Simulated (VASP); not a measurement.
# Rh (P6_3/mmc) in VASP: single point with PBEsol

Aim: the single point of Rh with PBEsol.

All numbers are computed with VASP 6.6.1; they aren't measurements. Logs are shortened: lines on timing, memory, paths and dates and some standing lists are left out, and cuts for length are marked.

## 1. The cell of the first run

It takes space group P6_3/mmc (No. 194, hexagonal). The conventional cell has a = 2.692 Å, b = 2.692 Å, c = 8.798 Å, α = 90.00°, β = 90.00°, γ = 120.00°. Within 3.5 Å of Rh (site symmetry -3m) lie 12 Rh at 2.69 Å. Within 3.5 Å of Rh (site symmetry -6m2) lie 12 Rh at 2.69 Å.

## 2. Single point, PBEsol

The input, INCAR:

```
SYSTEM = Rh
PREC = Accurate
ENCUT = 520
EDIFF = 1E-6
ISMEAR = -1
SIGMA = 0.1
LREAL = .FALSE.
LASPH = .TRUE.
NELM = 60
ALGO = Normal
ISIF = 2
LWAVE = .FALSE.
LCHARG = .FALSE.
GGA = PS
NBANDS = 38
```

The input, KPOINTS:

```
regular mesh
0
G
  9 9 3
  0 0 0
```

The input, POSCAR:

```
Rh
1.0
    2.6917446200      0.0000000000      0.0000000000
   -1.3458723100      2.3311192200      0.0000000000
    0.0000000000      0.0000000000      8.7980701300
Rh
4
Direct
    0.0000000000      0.0000000000      0.0000000000
    0.3333333333      0.6666666667      0.2500000000
    0.0000000000      0.0000000000      0.5000000000
    0.6666666667      0.3333333333      0.7500000000
```

Potentials or basis: VASP PAW PBE potentials, release 64 (Rh_pv).

Run with:

```console
$ cat potpaw_PBE.64/Rh_pv/POTCAR > POTCAR
$ mpirun -np 1 vasp_std > vasp.out
```

OUTCAR:

```text
SYSTEM = Rh
   PREC = Accurate
   ENCUT = 520
   EDIFF = 1E-6
   ISMEAR = -1
   LREAL = .FALSE.
   LASPH = .TRUE.
   NELM = 60
   ISIF = 2
   GGA = PS

 ion  position               nearest neighbor table
   1  0.000  0.000  0.000-   2 2.69   4 2.69   4 2.69   2 2.69   4 2.69   2 2.69
   2  0.333  0.667  0.250-   1 2.69   3 2.69   1 2.69   3 2.69   1 2.69   3 2.69
   3  0.000  0.000  0.500-   2 2.69   4 2.69   4 2.69   2 2.69   4 2.69   2 2.69
   4  0.667  0.333  0.750-   1 2.69   3 2.69   1 2.69   3 2.69   1 2.69   3 2.69

  LATTYP: Found a hexagonal cell.
 ALAT       =     2.6917446200
 C/A-ratio  =     3.2685382055

  Lattice vectors:

 A1 = (   2.6917446200,   0.0000000000,   0.0000000000)
 A2 = (  -1.3458723100,   2.3311192200,   0.0000000000)
 A3 = (   0.0000000000,   0.0000000000,   8.7980701300)

Analysis of symmetry for initial positions (statically):
=====================================================================
 Subroutine PRICEL returns:
 Original cell was already a primitive cell.

 Routine SETGRP: Setting up the symmetry group for a
 hexagonal supercell.

 Subroutine GETGRP returns: Found 24 space group operations
 (whereof 12 operations were pure point group operations)
 out of a pool of 24 trial point group operations.

The static configuration has the point symmetry D_3d.
 The point group associated with its full space group is D_6h.

Analysis of symmetry for dynamics (positions and initial velocities):
=====================================================================
 Subroutine PRICEL returns:
 Original cell was already a primitive cell.

 Routine SETGRP: Setting up the symmetry group for a
 hexagonal supercell.

 Subroutine GETGRP returns: Found 24 space group operations
 (whereof 12 operations were pure point group operations)
 out of a pool of 24 trial point group operations.

The dynamic configuration has the point symmetry D_3d.
 The point group associated with its full space group is D_6h.

 Subroutine INISYM returns: Found 24 space group operations
 (whereof 12 operations are pure point group operations),
 and found     1 'primitive' translations

----------------------------------------------------------------------------------------

                                     Primitive cell

  volume of cell :      55.2059

  direct lattice vectors                    reciprocal lattice vectors
     2.691744620  0.000000000  0.000000000     0.371506269  0.214489244  0.000000000
    -1.345872310  2.331119220  0.000000000     0.000000000  0.428978489  0.000000000
     0.000000000  0.000000000  8.798070130     0.000000000  0.000000000  0.113661290

  length of vectors
     2.691744620  2.691744619  8.798070130     0.428978489  0.428978489  0.113661290

  position of ions in fractional coordinates (direct lattice)
     0.000000000  0.000000000  0.000000000
     0.333333333  0.666666667  0.250000000
     0.000000000  0.000000000  0.500000000
     0.666666667  0.333333333  0.750000000

  ion indices of the primitive-cell ions
   primitive index   ion index
                 1           1
                 2           2
                 3           3
                 4           4

----------------------------------------------------------------------------------------

 KPOINTS: regular mesh

Automatic generation of k-mesh.
 Grid dimensions read from file:
 generate k-points for:    9    9    3

 Generating k-lattice:

  Cartesian coordinates                     Fractional coordinates (reciprocal lattice)
     0.041278474  0.023832138  0.000000000     0.111111111 -0.000000000  0.000000000
     0.000000000  0.047664277  0.000000000     0.000000000  0.111111111  0.000000000
     0.000000000  0.000000000  0.037887097     0.000000000  0.000000000  0.333333333

  Length of vectors
     0.047664277  0.047664277  0.037887097

  Shift w.r.t. Gamma in fractional coordinates (k-lattice)
     0.000000000  0.000000000  0.000000000

 Subroutine IBZKPT returns following result:
 ===========================================

 Found     24 irreducible k-points:

 Following reciprocal coordinates:
            Coordinates               Weight
  0.000000  0.000000  0.000000      1.000000
  0.111111  0.000000  0.000000      6.000000
  0.222222  0.000000  0.000000      6.000000
  0.333333  0.000000  0.000000      6.000000
  0.444444  0.000000  0.000000      6.000000
  0.111111  0.111111  0.000000      6.000000
[... 16 lines left out ...]
  0.333333  0.222222  0.333333     24.000000
  0.333333  0.333333  0.333333      4.000000
   k-points           NKPTS =     24   k-points in BZ     NKDIM =     24   number of bands    NBANDS=     38
   number of dos      NEDOS =    301   number of ions     NIONS =      4
   total plane-waves  NPLWV =  28000
   dimension x,y,z NGX =    20 NGY =   20 NGZ =   70
   dimension x,y,z NGXF=    40 NGYF=   40 NGZF=  140
   ions per type =               4
   NGX,Y,Z   is equivalent  to a cutoff of  12.35, 12.35, 13.23 a.u.
   NGXF,Y,Z  is equivalent  to a cutoff of  24.70, 24.70, 26.45 a.u.
 SYSTEM =  Rh
   PREC   = accura    normal or accurate (medium, high low for compatibility)
   ISTART =      0    job   : 0-new  1-cont  2-samecut
   ICHARG =      2    charge: 1-file 2-atom 10-const
   ISPIN  =      1    spin polarized calculation?
   LNONCOLLINEAR =      F non collinear calculations
   LSORBIT =      F    spin-orbit coupling
   LASPH  =      T    aspherical Exc in radial PAW
   ENCUT  =  520.0 eV  38.22 Ry    6.18 a.u.   5.00  5.00 16.36*2*pi/ulx,y,z
   NELM   =     60;   NELMIN=  2; NELMDL= -5     # of ELM steps
   EDIFF  = 0.1E-05   stopping-criterion for ELM
   LREAL  =      F    real-space projection
   EDIFFG = 0.1E-04   stopping-criterion for IOM
   NSW    =      0    number of steps for IOM
   IBRION =     -1    ionic relax: 0-MD 1-quasi-New 2-CG
   NFREE  =      0    steps in history (QN), initial steepest desc. (CG)
   ISIF   =      2    stress and relaxation
   ISYM   =      2    0-nonsym 1-usesym 2-fastsym
   POTIM  = 0.5000    time-step for ionic-motion
   TEBEG  =    0.0;   TEEND  =   0.0 temperature during run
   PSTRESS=    0.0 pullay stress
   NELECT =      60.0000    total number of electrons
   NUPDOWN=      -1.0000    fix difference up-down
   EMIN   =  10.00;   EMAX   =-10.00  energy-range for DOS
   EFERMI =   0.00;   METHOD = LEGACY
   ISMEAR =    -1;   SIGMA  =   0.10  broadening in eV -4-tet -1-fermi 0-gaus
   EFERMI_NEDOS =   21; number of points for ismear=-14 and -15
   IALGO  =     38    algorithm
   IMIX   =      4    mixing-type and parameters
     AMIX     =   0.40;   BMIX     =  1.00
     AMIX_MAG =   1.60;   BMIX_MAG =  1.00
  volume/ion in A,a.u.               =      13.80        93.14
  Fermi-wavevector in a.u.,A,eV,Ry     =   1.683178  3.180745 38.546496  2.833088
  Thomas-Fermi vector in A             =   2.766425
   LORBIT       =      0    0 simple, 1 ext, 2 COOP (PROOUT), +10 PAW based schemes
   GGA     = PS    functional components
   LHFCALC =     F    Hartree Fock is set to
   AEXX    =    0.0000 exact exchange contribution
   IVDW    =     0    specifies the selected vdW correction
   LEPSILON=     F    determine dielectric tensor
   LRPA    =     F    only Hartree local field effects (RPA)
 non-spin polarized calculation
  energy-cutoff  :      520.00
  volume of cell :       55.21
 maximum number of plane-waves:      1505
 NGX is ok and might be reduce to    20
   NGX =  9   NGY =  9   NGZ = 33

 number of electron      59.9999994 magnetization

 Free energy of the ion-electron system (eV)
  ---------------------------------------------------
  ext. energy  EPLUGINS =         0.00000000
  ---------------------------------------------------
  free energy    TOTEN  =       -32.55313424 eV

  energy without entropy =      -32.37627678  energy(sigma->0) =      -32.46470551

 E-fermi :  11.6861     XC(G=0): -14.1932

 val. band max:       11.6692305336   @ k =   0.3333   0.0000   0.3333
 cond. band min:      11.6950667636   @ k =   0.2222   0.0000   0.3333
 fundamental gap:      0.0258362300
 Fermi energy:        11.6860688169

 k-point     1 :       0.0000    0.0000    0.0000
  band No.  band energies     occupation
      1     -35.3699      2.00000
      2     -35.0185      2.00000
      3     -35.0091      2.00000
      4     -34.7338      2.00000
      5     -34.7338      2.00000
      6     -34.6907      2.00000
[... 30 lines left out ...]
     37      20.1904      0.00000
     38      26.0588      0.00000

 k-point     2 :       0.1111    0.0000    0.0000
  band No.  band energies     occupation
      1     -35.3419      2.00000
      2     -35.0274      2.00000
      3     -35.0173      2.00000
      4     -34.7981      2.00000
      5     -34.7544      2.00000
      6     -34.7411      2.00000
[... 30 lines left out ...]
     37      20.1236      0.00000
     38      26.5003      0.00000

 k-point     3 :       0.2222    0.0000    0.0000
  band No.  band energies     occupation
      1     -35.2668      2.00000
      2     -35.0901      2.00000
      3     -35.0716      2.00000
      4     -34.9523      2.00000
      5     -34.8859      2.00000
      6     -34.8134      2.00000
[... 30 lines left out ...]
     37      20.0175      0.00000
     38      26.1111      0.00000

 k-point     4 :       0.3333    0.0000    0.0000
  band No.  band energies     occupation
      1     -35.2321      2.00000
      2     -35.2290      2.00000
      3     -35.1281      2.00000
      4     -35.1203      2.00000
      5     -35.0745      2.00000
      6     -34.8601      2.00000
[... 30 lines left out ...]
     37      20.0246      0.00000
     38      22.4171      0.00000
[... 703 lines left out ...]
      4     -35.1495      2.00000
      5     -35.0219      2.00000
      6     -34.9662      2.00000
[... 30 lines left out ...]
     37      22.6770      0.00000
     38      22.8654      0.00000

 k-point    23 :       0.3333    0.2222    0.3333
  band No.  band energies     occupation
      1     -35.2529      2.00000
      2     -35.2333      2.00000
      3     -35.1946      2.00000
      4     -35.1838      2.00000
      5     -35.0276      2.00000
      6     -35.0196      2.00000
[... 30 lines left out ...]
     37      21.0403      0.00000
     38      21.2021      0.00000

 k-point    24 :       0.3333    0.3333    0.3333
  band No.  band energies     occupation
      1     -35.1984      2.00000
      2     -35.1868      2.00000
      3     -35.1868      2.00000
      4     -35.1334      2.00000
      5     -35.0906      2.00000
      6     -35.0906      2.00000
[... 30 lines left out ...]
     37      19.6232      0.00000
     38      19.6232      0.00000

------------------------ aborting loop because EDIFF is reached ----------------------------------------

  FORCE on cell =-STRESS in cart. coord.  units (eV):
  Direction    XX          YY          ZZ          XY          YZ          ZX
  --------------------------------------------------------------------------------------
  -------------------------------------------------------------------------------------
  Total       -1.6894096     -1.6894096     -2.2465927      0.0000000      0.0000000      0.0000000
  in kB      -49.0297621    -49.0297620    -65.2002350      0.0000000      0.0000000      0.0000000
  external PRESSURE =     -54.4199197 kB  Pullay stress =       0.0000000 kB

 VOLUME and BASIS-vectors are now :
 -----------------------------------------------------------------------------
  energy-cutoff  :      520.00
  volume of cell :       55.21
      direct lattice vectors                 reciprocal lattice vectors
     2.691744620  0.000000000  0.000000000     0.371506269  0.214489244  0.000000000
    -1.345872310  2.331119220  0.000000000     0.000000000  0.428978489  0.000000000
     0.000000000  0.000000000  8.798070130     0.000000000  0.000000000  0.113661290

 POSITION                                       TOTAL-FORCE (eV/Angst)
 -----------------------------------------------------------------------------------
      0.00000      0.00000      0.00000        -0.000000      0.000000      0.000000
     -0.00000      1.55408      2.19952         0.000000      0.000000     -0.000000
      0.00000      0.00000      4.39904        -0.000000      0.000000      0.000000
      1.34587      0.77704      6.59855        -0.000000     -0.000000      0.000000
 -----------------------------------------------------------------------------------
    total drift:                                0.000000     -0.000000      0.000000

  FREE ENERGIE OF THE ION-ELECTRON SYSTEM (eV)
  ---------------------------------------------------
  free  energy   TOTEN  =       -32.5531342416 eV

  energy  without entropy=      -32.3762767802  energy(sigma->0) =      -32.46470551
```

Wall time 44 s (1 thread of Intel Xeon Platinum 8559C (Emerald Rapids), shared host); peak memory 0.18 GiB.

Results:

- Free energy: -32.5531 eV
- Pressure: -5.4 GPa
- Band gap on the k mesh: zero (band 30 reaches 12.30 eV, above the bottom of band 31 at 10.68 eV)

Stress tensor (GPa, compression positive):
```
-4.90  0.00  0.00
 0.00 -4.90  0.00
 0.00  0.00 -6.52
```

Caveat: the PAW data sets were made with another functional, which shifts forces and pressure a little.
